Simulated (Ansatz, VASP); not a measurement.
## KMgF3: VASP beside Ansatz

```
K Mg F
1.0
     4.03253    0.00000    0.00000
     0.00000    4.03253    0.00000
     0.00000    0.00000    4.03253
K Mg F
1 1 3
Direct
  0.50000 0.50000 0.50000
  0.00000 0.00000 0.00000
  0.50000 0.00000 0.00000
  0.00000 0.50000 0.00000
  0.00000 0.00000 0.50000
```

Alike in both runs: task single point; functional PBE; k mesh 6 × 6 × 6; no spin polarisation.

|  | VASP | Ansatz |
| --- | --- | --- |
| version | VASP 6.6.1 | Ansatz 0.2.0 |
| potentials or method | VASP PAW PBE potentials, release 64 (K_sv, Mg, F), cutoff 520 eV | scalar-relativistic, plane waves, PAW |
| occupations | gaussian, width 0.01 eV | fixed |
| valence electrons in the cell | 32 | 40 |

```csv
,VASP,Ansatz,Ansatz less VASP
gap on the k mesh at the Fermi level (eV),7.04,7.07,+0.029
least direct gap on the mesh (eV),7.37,7.39,+0.026
pressure (GPa),0.7,1.1,+0.42
```

VASP's potentials hold 32 valence electrons a cell and Ansatz's 40, so a difference there can come from the potentials and not from the codes.
